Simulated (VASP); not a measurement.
Here is a VASP 6.6.1 calculation.

Contents of POSCAR:

```
Ge
1.0
    0.0000000000      2.8289100000      2.8289100000
    2.8289100000      0.0000000000      2.8289100000
    2.8289100000      2.8289100000      0.0000000000
Ge
2
Direct
    0.0000000000      0.0000000000      0.0000000000
    0.2500000000      0.2500000000      0.2500000000
```

The input INCAR.step1:

```
ALGO = Normal ; EDIFF = 1E-4
ENCUT = 600 ; GGA = PE
ISMEAR = 0 ; LASPH = True
LCHARG = False ; LREAL = False
LWAVE = True ; NELM = 100
PREC = Accurate ; SIGMA = 0.02
```

The input INCAR.step2:

```
ALGO = Normal ; EDIFF = 1E-6
EDIFFG = -0.02 ; ENCUT = 600
IBRION = 2 ; ISIF = 3
ISMEAR = 0 ; ISTART = 1
LASPH = True ; LCHARG = False
LMIXTAU = True ; LREAL = False
LWAVE = False ; METAGGA = R2SCAN
NELM = 100 ; NSW = 80
PREC = Accurate ; SIGMA = 0.02
```

The input KPOINTS:

```
k-points
0
Gamma
  7 7 7
```

Potentials or basis: VASP PAW PBE potentials, release 64 (Ge_d).

Command:

```console
$ cat potpaw_PBE.64/Ge_d/POTCAR > POTCAR
$ cp INCAR.step1 INCAR
$ mpirun -np 1 vasp_std > vasp.out
$ cp INCAR.step2 INCAR
$ mpirun -np 1 vasp_std > vasp.out
```

Problem. What does it give for the band gap on the k mesh?

Solution. 0.32 eV.

Problem. Estimate the relaxed cell.

Solution. a = 4.012 Å, b = 4.012 Å, c = 4.012 Å, α = 60.00°, β = 60.00°, γ = 60.00°.

Step by step:
```tsv
step	energy change (eV)	largest force (eV/Å)	pressure (GPa)	volume (Å³)
1	0.0000	0.0000	0.70	45.28
2	-0.0006	0.0000	-0.30	45.93
3	-0.0009	0.0000	0.01	45.68
```

Caveat: the PAW data sets were made with another functional, which shifts forces and pressure a little; an odd mesh through Γ misses points on the zone boundary, where band edges can lie. Zero-point motion and thermal expansion aren't in these numbers.
